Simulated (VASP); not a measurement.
Here is a VASP 6.6.1 calculation.

The input INCAR:

```
SYSTEM = Pt
  PREC = Accurate
  ENCUT = 520
  EDIFF = 1E-6
  ISMEAR = -1
  SIGMA = 0.1
  LREAL = .FALSE.
  LASPH = .TRUE.
  NELM = 80
  ALGO = Normal
  ISIF = 2
  LWAVE = .FALSE.
  LCHARG = .FALSE.
  GGA = RE
  NBANDS = 17
```

The input KPOINTS:

```
Automatic mesh
0
G
  15 15 8
  0 0 0
```

File POSCAR:

```
Pt
1.0
    2.7401340372      0.0000000000      0.0000000000
   -1.3700670186      2.3730256860      0.0000000000
    0.0000000000      0.0000000000      4.7142402648
Pt
2
Direct
    0.3333333333      0.6666666667      0.2500000000
    0.6666666667      0.3333333333      0.7500000000
```

Potentials or basis: VASP PAW PBE potentials, release 64 (Pt).

Launch:

```bash
$ cat potpaw_PBE.64/Pt/POTCAR > POTCAR
$ mpirun -np 1 vasp_std > vasp.out
```

(1) Predict the band gap on the k mesh.

(2) Predict the pressure.

## Answers

(1) zero (band 10 reaches 11.43 eV, above the bottom of band 11 at 10.14 eV).

(2) 10.0 GPa.

Caveat: the PAW data sets were made with another functional, which shifts forces and pressure a little; spin-orbit coupling is left out, which moves the levels of the heavy elements.
